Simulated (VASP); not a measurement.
Wanted: the native input for a VASP 6.6.1 run.

| Quantity | Value |
| --- | --- |
| Task | relaxation of cell and atoms |
| Functional | PBE |
| Potentials or basis | VASP PAW PBE potentials, release 64 (As, Se) |
| Cutoff | 600 eV |
| k mesh | 5 × 5 × 1 |
| Occupations | gaussian, width 0.2 eV |
| Spin | no spin polarisation |
| Dipole correction | no |
| Further INCAR settings | ALGO = Normal; EDIFF = 1e-06; IBRION = 2; EDIFFG = -0.08; NSW = 36; ISIF = 3 |

The structure of As2Se lies in POSCAR:

```
As2Se
1.0
    3.8500000000      0.0000000000      0.0000000000
   -1.9250000000      3.3341978000      0.0000000000
    0.0000000000      0.0000000000     16.9000000000
As Se
6 3
Direct
    0.0000000000      0.0000000000      0.6550000000
    0.6666666700      0.3333333300      0.5700000000
    0.0000000000      0.0000000000      0.3450000000
    0.3333333300      0.6666666700      0.4300000000
    0.6666666700      0.3333333300      0.8850000000
    0.3333333300      0.6666666700      0.1150000000
    0.3333333300      0.6666666700      0.7950000000
    0.6666666700      0.3333333300      0.2050000000
    0.0000000000      0.0000000000      0.0000000000
```

One way to write it, as run:

INCAR

```
PREC = Accurate ; ENCUT = 600
EDIFF = 1E-6 ; ISMEAR = 0
SIGMA = 0.2 ; LREAL = F
LASPH = T ; NELM = 60
ALGO = Normal ; ISIF = 3
LWAVE = F ; LCHARG = F
GGA = PE ; IBRION = 2
NSW = 36 ; EDIFFG = -0.08
```

KPOINTS

```
Automatic mesh
0
Gamma
  5 5 1
```

Potentials or basis: VASP PAW PBE potentials, release 64 (As, Se).

Run with:

```console
$ cat potpaw_PBE.64/As/POTCAR potpaw_PBE.64/Se/POTCAR > POTCAR
$ mpirun -np 1 vasp_std > vasp.out
```

Results of the run:

The relaxed volume is 23.16 Å³/atom. The relaxed cell is a = 3.821 Å, b = 3.821 Å, c = 16.489 Å, α = 90.00°, β = 90.00°, γ = 120.00°. The space group after relaxing (to 0.1 Å) is P-3m1 (No. 164), the energy gained by relaxing is 51.9 meV/atom and the ionic steps are 17. The pressure after relaxing is 0.0 GPa, the largest force after relaxing is 0.037 eV/Å and the band gap on the k mesh is 0.52 eV.

Caveat: an odd mesh through Γ misses points on the zone boundary, where band edges can lie; the relaxation stopped at a loose force limit of 0.08 eV/Å, so its end isn't a converged minimum.

Wall time 17 min on 1 thread of Intel Xeon 8259CL, on a shared host, peak memory 0.38 GiB.
